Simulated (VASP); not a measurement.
# Rh (I4/mmm) in VASP: a series of runs, part 2 of 2

VASP 6.6.1.

### 4 Single point, LDA (strain +0.050 along x and y, -0.050 along z)

Contents of INCAR:

```
SYSTEM = Rh
ALGO = Fast
EDIFF = 1E-6
ENCUT = 520
ISIF = 2
ISMEAR = 0
LASPH = .TRUE.
LCHARG = .FALSE.
LREAL = .FALSE.
LWAVE = .FALSE.
NBANDS = 14
NELM = 60
PREC = Accurate
SIGMA = 0.15
```

Contents of KPOINTS:

```
k-points
0
G
  22 22 22
  0 0 0
```

Contents of POSCAR:

```
Rh
1.0
    0.0000000000      1.9966275000      1.8064725000
    1.9966275000      0.0000000000      1.8064725000
    1.9966275000      1.9966275000      0.0000000000
Rh
1
Direct
    0.0000000000      0.0000000000      0.0000000000
```

Potentials or basis: VASP PAW LDA potentials, release 64 (Rh_pv).

Command:

```bash
cat potpaw_LDA.64/Rh_pv/POTCAR > POTCAR
mpirun -np 1 vasp_std > vasp.out
```

OUTCAR:

```text
SYSTEM = Rh
   EDIFF = 1E-6
   ENCUT = 520
   ISIF = 2
   ISMEAR = 0
   LASPH = .TRUE.
   LREAL = .FALSE.
   NELM = 60
   PREC = Accurate

 ion  position               nearest neighbor table
   1  0.000  0.000  0.000-

  LATTYP: Found a body centered tetragonal cell.
 ALAT       =     2.8236576895
 C/A-ratio  =     1.2795265564

  Lattice vectors:

 A1 = (   0.0000000000,  -1.9966275000,  -1.8064725000)
 A2 = (   0.0000000000,   1.9966275000,  -1.8064725000)
 A3 = (   1.9966275000,   0.0000000000,   1.8064725000)

Analysis of symmetry for initial positions (statically):
=====================================================================
 Subroutine PRICEL returns:
 Original cell was already a primitive cell.

 Routine SETGRP: Setting up the symmetry group for a
 body centered tetragonal supercell.

 Subroutine GETGRP returns: Found 16 space group operations
 (whereof 16 operations were pure point group operations)
 out of a pool of 16 trial point group operations.

The static configuration has the point symmetry D_4h.

Analysis of symmetry for dynamics (positions and initial velocities):
[... 164 lines left out ...]

 k-point     1 :       0.0000    0.0000    0.0000
  band No.  band energies     occupation
      1     -35.2193      2.00000
      2     -35.2193      2.00000
      3     -35.1662      2.00000
      4       3.1789      2.00000
      5       7.7208      2.00000
      6       7.7208      2.00000
      7       8.6530      2.00000
      8       9.3261      2.00000
      9      10.4524      1.99977
     10      27.0195      0.00000
     11      31.0536      0.00000
     12      31.0536      0.00000
     13      31.3738      0.00000
     14      34.0854      0.00000
[... 377 lines left out ...]
      1     -35.8288      2.00000
      2     -35.3538      2.00000
      3     -35.2409      2.00000
      4       5.1480      2.00000
      5       7.4707      2.00000
      6       8.4309      2.00000
      7      10.5272      1.99714
      8      11.5681      0.00000
      9      12.1511      0.00000
     10      19.2845      0.00000
     11      26.3437      0.00000
     12      30.8084      0.00000
     13      31.3744      0.00000
     14      32.4134      0.00000

 [... further k-points ...]
[... 5 lines left out ...]
  --------------------------------------------------------------------------------------
  -------------------------------------------------------------------------------------
  Total       -2.3295640     -2.3295640     -0.6497255      0.0000000      0.0000000      0.0000000
  in kB     -259.1372117   -259.1372117    -72.2744965      0.0000000      0.0000000      0.0000000
  external PRESSURE =    -196.8496400 kB  Pullay stress =       0.0000000 kB

 VOLUME and BASIS-vectors are now :
 -----------------------------------------------------------------------------
  energy-cutoff  :      520.00
  volume of cell :       14.40
      direct lattice vectors                 reciprocal lattice vectors
     0.000000000  1.996627500  1.806472500    -0.250422275  0.250422275  0.276782514
     1.996627500  0.000000000  1.806472500     0.250422275 -0.250422275  0.276782514
     1.996627500  1.996627500  0.000000000     0.250422275  0.250422275 -0.276782514

 POSITION                                       TOTAL-FORCE (eV/Angst)
 -----------------------------------------------------------------------------------
      0.00000      0.00000      0.00000         0.000000     -0.000000      0.000000
 -----------------------------------------------------------------------------------
    total drift:                                0.000000     -0.000000      0.000000

  FREE ENERGIE OF THE ION-ELECTRON SYSTEM (eV)
  ---------------------------------------------------
  free  energy   TOTEN  =        -8.5508892947 eV

  energy  without entropy=       -8.5338742142  energy(sigma->0) =       -8.54238175
```

OSZICAR:

```text
N       E                     dE             d eps       ncg     rms          rms(c)
DAV:   1     0.119179684192E+03    0.11918E+03   -0.87825E+03 23454   0.114E+03
DAV:   2    -0.752175333478E+01   -0.12670E+03   -0.12100E+03 25788   0.338E+02
DAV:   3    -0.911453937605E+01   -0.15928E+01   -0.15894E+01 28302   0.419E+01
DAV:   4    -0.912073000493E+01   -0.61906E-02   -0.61901E-02 27150   0.268E+00
DAV:   5    -0.912078721683E+01   -0.57212E-04   -0.57211E-04 27882   0.228E-01    0.950E+00
RMM:   6    -0.857035947252E+01    0.55043E+00   -0.94574E-01 24969   0.927E+00    0.305E+00
RMM:   7    -0.855561610399E+01    0.14743E-01   -0.22793E-02 25758   0.159E+00    0.152E+00
RMM:   8    -0.855105376663E+01    0.45623E-02   -0.54862E-03 27510   0.891E-01    0.154E-01
RMM:   9    -0.855087816016E+01    0.17561E-03   -0.60234E-04 28406   0.265E-01    0.188E-02
RMM:  10    -0.855088874573E+01   -0.10586E-04   -0.61861E-05 28755   0.104E-01    0.660E-03
RMM:  11    -0.855088929469E+01   -0.54896E-06   -0.91274E-06 27620   0.394E-02
   1 F= -.85508893E+01 E0= -.85423818E+01  d E =-.170151E-01
```

stdout:

```text
POSCAR found type information on POSCAR Rh
 POSCAR found :  1 types and       1 ions
 scaLAPACK will be used
 LDA part: xc-table for (Slater(with rela. corr.)+CA(PZ))
 , standard interpolation
 POSCAR, INCAR and KPOINTS ok, starting setup
 FFT: planning ... GRIDC
 FFT: planning ... GRID_SOFT
 FFT: planning ... GRID
 WAVECAR not read
 entering main loop
WARNING in EDDRMM: call to ZHEGV failed, returncode =   6  3     13
WARNING in EDDRMM: call to ZHEGV failed, returncode =   6  3     13
```

Run time: 2.2 min. Hardware: 1 thread of Intel Xeon Platinum 8259CL at 2.50GHz (Skylake/Cascade Lake), shared host; peak memory 0.26 GiB.

Results:

- Free energy: -8.5509 eV
- Pressure: -19.7 GPa

Stress tensor (GPa, compression positive):
```
-25.91   0.00   0.00
  0.00 -25.91   0.00
  0.00   0.00  -7.23
```

Caveat: the cell differs from its parent crystal (strain +0.050 along x and y, -0.050 along z).

### 5 Single point, LDA (strain +0.050 along x and y, -0.025 along z)

Contents of INCAR:

```
SYSTEM = Rh
  ALGO = Fast
  EDIFF = 1E-6
  ENCUT = 520
  GGA = CA
  ISIF = 2
  ISMEAR = 0
  LASPH = .True.
  LCHARG = .False.
  LREAL = .False.
  LWAVE = .False.
  NBANDS = 14
  NELM = 80
  PREC = Accurate
  SIGMA = 0.15
```

Contents of KPOINTS:

```
k-points
0
Gamma
  22 22 22
  0 0 0
```

Contents of POSCAR:

```
Rh
1.0
    0.0000000000      1.9966275000      1.8540112500
    1.9966275000      0.0000000000      1.8540112500
    1.9966275000      1.9966275000      0.0000000000
Rh
1
Direct
    0.0000000000      0.0000000000      0.0000000000
```

Potentials or basis: VASP PAW LDA potentials, release 64 (Rh_pv).

Command:

```bash
cat potpaw_LDA.64/Rh_pv/POTCAR > POTCAR
mpirun -np 1 vasp_std > vasp.out
```

OUTCAR:

```text
SYSTEM = Rh
   EDIFF = 1E-6
   ENCUT = 520
   GGA = CA
   ISIF = 2
   ISMEAR = 0
   LASPH = .True.
   LREAL = .False.
   NELM = 80
   PREC = Accurate

 ion  position               nearest neighbor table
   1  0.000  0.000  0.000-

  LATTYP: Found a body centered tetragonal cell.
 ALAT       =     2.8236576895
 C/A-ratio  =     1.3131983079

  Lattice vectors:

 A1 = (   0.0000000000,  -1.9966275000,  -1.8540112500)
 A2 = (   0.0000000000,   1.9966275000,  -1.8540112500)
 A3 = (   1.9966275000,   0.0000000000,   1.8540112500)

Analysis of symmetry for initial positions (statically):
=====================================================================
 Subroutine PRICEL returns:
 Original cell was already a primitive cell.

 Routine SETGRP: Setting up the symmetry group for a
 body centered tetragonal supercell.

 Subroutine GETGRP returns: Found 16 space group operations
 (whereof 16 operations were pure point group operations)
 out of a pool of 16 trial point group operations.

The static configuration has the point symmetry D_4h.

Analysis of symmetry for dynamics (positions and initial velocities):
=====================================================================
 Subroutine PRICEL returns:
 Original cell was already a primitive cell.

 Routine SETGRP: Setting up the symmetry group for a
 body centered tetragonal supercell.

 Subroutine GETGRP returns: Found 16 space group operations
 (whereof 16 operations were pure point group operations)
 out of a pool of 16 trial point group operations.

The dynamic configuration has the point symmetry D_4h.

 Subroutine INISYM returns: Found 16 space group operations
 (whereof 16 operations are pure point group operations),
 and found     1 'primitive' translations

----------------------------------------------------------------------------------------

[... 111 lines left out ...]
  volume/ion in A,a.u.               =      14.78        99.75
  Fermi-wavevector in a.u.,A,eV,Ry     =   1.645103  3.108794 36.822317  2.706364
  Thomas-Fermi vector in A             =   2.734957
   LORBIT       =      0    0 simple, 1 ext, 2 COOP (PROOUT), +10 PAW based schemes
   GGA     = CA    functional components
   LHFCALC =     F    Hartree Fock is set to
   AEXX    =    0.0000 exact exchange contribution
   IVDW    =     0    specifies the selected vdW correction
   LEPSILON=     F    determine dielectric tensor
   LRPA    =     F    only Hartree local field effects (RPA)
 non-spin polarized calculation
 RMM-DIIS sequential band-by-band and
 Gauss-broadening in eV      SIGMA  =   0.15
  energy-cutoff  :      520.00
  volume of cell :       14.78
 maximum number of plane-waves:       426
   NGX = 11   NGY = 11   NGZ = 11

 number of electron      14.9999996 magnetization

 Free energy of the ion-electron system (eV)
  ---------------------------------------------------
  ext. energy  EPLUGINS =         0.00000000
  ---------------------------------------------------
  free energy    TOTEN  =        -8.52308573 eV

  energy without entropy =       -8.50580083  energy(sigma->0) =       -8.51444328

 E-fermi :  10.3989     XC(G=0): -13.8942

 val. band max:       10.3972907992   @ k =  -0.3636   0.0455   0.1818
 cond. band min:      10.4001734963   @ k =  -0.4545   0.1364   0.2727
 fundamental gap:      0.0028826970
 Fermi energy:        10.3988927463

 k-point     1 :       0.0000    0.0000    0.0000
  band No.  band energies     occupation
      1     -35.6330      2.00000
      2     -35.6330      2.00000
      3     -35.5954      2.00000
      4       2.9120      2.00000
      5       7.4354      2.00000
      6       7.4354      2.00000
      7       8.1194      2.00000
      8       9.0873      2.00000
      9       9.9113      2.00000
     10      26.4914      0.00000
     11      30.7287      0.00000
     12      30.7287      0.00000
     13      30.9752      0.00000
     14      32.8353      0.00000
[... 377 lines left out ...]
      1     -36.1918      2.00000
      2     -35.7458      2.00000
      3     -35.6692      2.00000
      4       4.8939      2.00000
      5       7.2732      2.00000
      6       7.9312      2.00000
      7      10.1298      1.98883
      8      11.0153      0.00000
      9      11.7183      0.00000
     10      18.5382      0.00000
     11      25.9392      0.00000
     12      30.3122      0.00000
     13      30.9753      0.00000
     14      31.3617      0.00000

 [... further k-points ...]
[... 5 lines left out ...]
  --------------------------------------------------------------------------------------
  -------------------------------------------------------------------------------------
  Total       -2.7276273     -2.7276273     -1.4843148      0.0000000     -0.0000000     -0.0000000
  in kB     -295.6372448   -295.6372448   -160.8792858      0.0000000     -0.0000000     -0.0000000
  external PRESSURE =    -250.7179251 kB  Pullay stress =       0.0000000 kB

 VOLUME and BASIS-vectors are now :
 -----------------------------------------------------------------------------
  energy-cutoff  :      520.00
  volume of cell :       14.78
      direct lattice vectors                 reciprocal lattice vectors
     0.000000000  1.996627500  1.854011250    -0.250422275  0.250422275  0.269685526
     1.996627500  0.000000000  1.854011250     0.250422275 -0.250422275  0.269685526
     1.996627500  1.996627500  0.000000000     0.250422275  0.250422275 -0.269685526

 POSITION                                       TOTAL-FORCE (eV/Angst)
 -----------------------------------------------------------------------------------
      0.00000      0.00000      0.00000         0.000000      0.000000      0.000000
 -----------------------------------------------------------------------------------
    total drift:                                0.000000      0.000000      0.000000

  FREE ENERGIE OF THE ION-ELECTRON SYSTEM (eV)
  ---------------------------------------------------
  free  energy   TOTEN  =        -8.5230857284 eV

  energy  without entropy=       -8.5058008333  energy(sigma->0) =       -8.51444328
```

OSZICAR:

```text
N       E                     dE             d eps       ncg     rms          rms(c)
DAV:   1     0.119949195428E+03    0.11995E+03   -0.87781E+03 23398   0.113E+03
DAV:   2    -0.748553282108E+01   -0.12743E+03   -0.12157E+03 25554   0.338E+02
DAV:   3    -0.909535811298E+01   -0.16098E+01   -0.16069E+01 28344   0.420E+01
DAV:   4    -0.910178216478E+01   -0.64241E-02   -0.64235E-02 27180   0.272E+00
DAV:   5    -0.910184323490E+01   -0.61070E-04   -0.61067E-04 28222   0.236E-01    0.890E+00
RMM:   6    -0.854060090852E+01    0.56124E+00   -0.99401E-01 25013   0.946E+00    0.274E+00
RMM:   7    -0.852770481162E+01    0.12896E-01   -0.20987E-02 25955   0.154E+00    0.141E+00
RMM:   8    -0.852321324965E+01    0.44916E-02   -0.47659E-03 27488   0.835E-01    0.130E-01
RMM:   9    -0.852307539783E+01    0.13785E-03   -0.52104E-04 28337   0.247E-01    0.163E-02
RMM:  10    -0.852308527849E+01   -0.98807E-05   -0.57803E-05 28704   0.100E-01    0.670E-03
RMM:  11    -0.852308572836E+01   -0.44987E-06   -0.95292E-06 27784   0.400E-02
   1 F= -.85230857E+01 E0= -.85144433E+01  d E =-.172849E-01
```

stdout:

```text
POSCAR found type information on POSCAR Rh
 POSCAR found :  1 types and       1 ions
 scaLAPACK will be used
 LDA part: xc-table for (Slater(with rela. corr.)+CA(PZ))
 , standard interpolation
 POSCAR, INCAR and KPOINTS ok, starting setup
 FFT: planning ... GRIDC
 FFT: planning ... GRID_SOFT
 FFT: planning ... GRID
 WAVECAR not read
 entering main loop
```

It took 2.1 min on 1 thread of Intel Xeon Platinum 8259CL at 2.50GHz (Skylake/Cascade Lake), shared host; peak memory 0.26 GiB.

Results:

```
Free energy : -8.5231 eV
Pressure    : -25.1 GPa
```

Stress tensor (GPa, compression positive):
```
-29.56   0.00   0.00
  0.00 -29.56   0.00
  0.00   0.00 -16.09
```

Caveat: the cell differs from its parent crystal (strain +0.050 along x and y, -0.025 along z).

### 6 Single point, LDA (strain +0.050 along x and y, +0.000 along z)

Contents of INCAR:

```
SYSTEM = Rh
  ALGO = Fast
  EDIFF = 1E-6
  ENCUT = 520
  ISIF = 2
  ISMEAR = 0
  LASPH = .True.
  LCHARG = .True.
  LELF = .True.
  LREAL = .False.
  LVHAR = .True.
  LWAVE = .False.
  NBANDS = 14
  NELM = 60
  PREC = Accurate
  SIGMA = 0.15
```

KPOINTS is that of step 5.

Contents of POSCAR:

```
Rh
1.0
    0.0000000000      1.9966275000      1.9015500000
    1.9966275000      0.0000000000      1.9015500000
    1.9966275000      1.9966275000      0.0000000000
Rh
1
Direct
    0.0000000000      0.0000000000      0.0000000000
```

Potentials or basis: VASP PAW LDA potentials, release 64 (Rh_pv).

Command:

```bash
cat potpaw_LDA.64/Rh_pv/POTCAR > POTCAR
mpirun -np 1 vasp_std > vasp.out
```

Wall time 2.3 min (1 thread of Intel Xeon Platinum 8259CL at 2.50GHz (Skylake/Cascade Lake), shared host); peak memory 0.27 GiB.

It converged, with:

| Quantity | Value |
| --- | --- |
| Free energy | -8.4756 eV |
| Pressure | -29.8 GPa |

Stress tensor (GPa, compression positive):
```
-32.62   0.00   0.00
  0.00 -32.62   0.00
  0.00   0.00 -24.08
```

Levels at points of the mesh, in eV from the Fermi level:
```csv
k point,band 4,band 5,band 6,band 7,band 8,band 9,band 10,band 11
"(0.00, 0.00, 0.00)",-7.31,-2.80,-2.80,-2.36,-1.12,-0.59,16.03,20.43
"(0.50, 0.00, 0.00)",-5.39,-2.95,-2.46,0.37,0.61,0.83,7.66,15.42
"(0.50, 0.50, 0.00)",-5.46,-5.17,0.46,0.86,0.86,3.77,11.94,12.07
"(0.50, 0.00, 0.50)",-5.46,-5.12,0.47,0.63,1.00,2.80,10.63,12.77
```

Caveat: the cell differs from its parent crystal (strain +0.050 along x and y, +0.000 along z).

### 7 Overview

```csv
cell,further INCAR settings,gap on the mesh (eV),pressure (GPa)
"a = 2.657, b = 2.657, c = 2.756 Å, angles 58.8, 58.8, 62.5°, 1 atom",ALGO = Fast; EDIFF = 1e-06; NBANDS = 14,none,-9.0
"a = 2.690, b = 2.690, c = 2.756 Å, angles 59.2, 59.2, 61.6°, 1 atom",ALGO = Fast; EDIFF = 1e-07; NBANDS = 14,none,-16.0
"a = 2.693, b = 2.693, c = 2.824 Å, angles 58.4, 58.4, 63.2°, 1 atom",ALGO = Fast; EDIFF = 1e-06; NBANDS = 14,none,-19.7
"a = 2.725, b = 2.725, c = 2.824 Å, angles 58.8, 58.8, 62.4°, 1 atom",ALGO = Fast; EDIFF = 1e-06; NBANDS = 14,none,-25.1
"a = 2.757, b = 2.757, c = 2.824 Å, angles 59.2, 59.2, 61.6°, 1 atom",ALGO = Fast; EDIFF = 1e-06; NBANDS = 14,none,-29.8
```

Alike in all rows: task single point; level LDA; potentials or basis VASP PAW LDA potentials, release 64 (Rh_pv); no spin polarisation; k mesh 22 × 22 × 22; cutoff (eV) 520; smearing gaussian 0.15 eV.

Total energies depend on the potentials used, so only differences within one code and one set of settings carry meaning.
